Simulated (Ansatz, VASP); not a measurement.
One calculation of AlNi3, two programs

File INCAR:

```
PREC = Accurate
ENCUT = 520
EDIFF = 1E-6
ISMEAR = 0
SIGMA = 0.15
LREAL = F
LASPH = T
NELM = 100
ALGO = Fast
ISIF = 2
LWAVE = F
LCHARG = F
GGA = PE
NBANDS = 24
```

Contents of KPOINTS:

```
Automatic mesh
0
Gamma
  14 14 14
```

The input POSCAR:

```
AlNi3
1.0
   -0.3282164736      2.6304656801      2.6304656801
    2.6304656801     -0.3282164736      2.6304656801
    2.6304656801      2.6304656801     -0.3282164736
Al Ni
1 3
Direct
    0.5000000000      0.5000000000      0.5000000000
    0.2500000000      0.2500000000      0.2500000000
    0.0000000000      0.0000000000      0.0000000000
    0.7500000000      0.7500000000      0.7500000000
```

Input for Ansatz:

```yaml
crystal:
  lattice:
    - [-0.3282164736, 2.6304656801, 2.6304656801]
    - [2.6304656801, -0.3282164736, 2.6304656801]
    - [2.6304656801, 2.6304656801, -0.3282164736]
  atoms:
    - { symbol: Al, position: [0.5, 0.5, 0.5] }
    - { symbol: Ni, position: [0.25, 0.25, 0.25] }
    - { symbol: Ni, position: [0.0, 0.0, 0.0] }
    - { symbol: Ni, position: [0.75, 0.75, 0.75] }
basis:
  ecutwfc: 520.0
kpoints:
  mp_grid: { grid: [14, 14, 14] }
hamiltonian:
  xc: pbe
  pseudopotentials: { kind: paw, azcp: { folder: soft_1 } }
scf:
  occupations: { method: gaussian, width: 0.15 }
output:
  forces: true
  stress: true
  eigenvalues: true
```

Alike in both runs: task single point; functional PBE; k mesh 14 × 14 × 14; occupations gaussian, width 0.15 eV; no spin polarisation.

|  | VASP | Ansatz |
| --- | --- | --- |
| version | VASP 6.6.1 | Ansatz 0.2.0 |
| potentials or method | VASP PAW PBE potentials, release 64 (Al, Ni), cutoff 520 eV | scalar-relativistic, plane waves, PAW |
| valence electrons in the cell | 33 | 57 |

VASP gave:

* gap on the k mesh at the Fermi level (eV): none
* pressure (GPa): 20.8
* traceless stress, the component that is largest in VASP (GPa): 26.96
* rms of the force components (eV/Å): 0.171

Problem. Which values does Ansatz return?

Solution. gap on the k mesh at the Fermi level (eV): none; pressure (GPa): 20.9; traceless stress, the component that is largest in VASP (GPa): 27.16; rms of the force components (eV/Å): 0.188.

Atom by atom the forces differ by 0.018 eV/Å (rms over components). A gap of «none» marks a metal or a gap that the smearing closes. The functional is the same, so the differences come from potentials, cutoffs and numerics. VASP's potentials hold 33 valence electrons a cell and Ansatz's 57, so a difference there can come from the potentials and not from the codes.
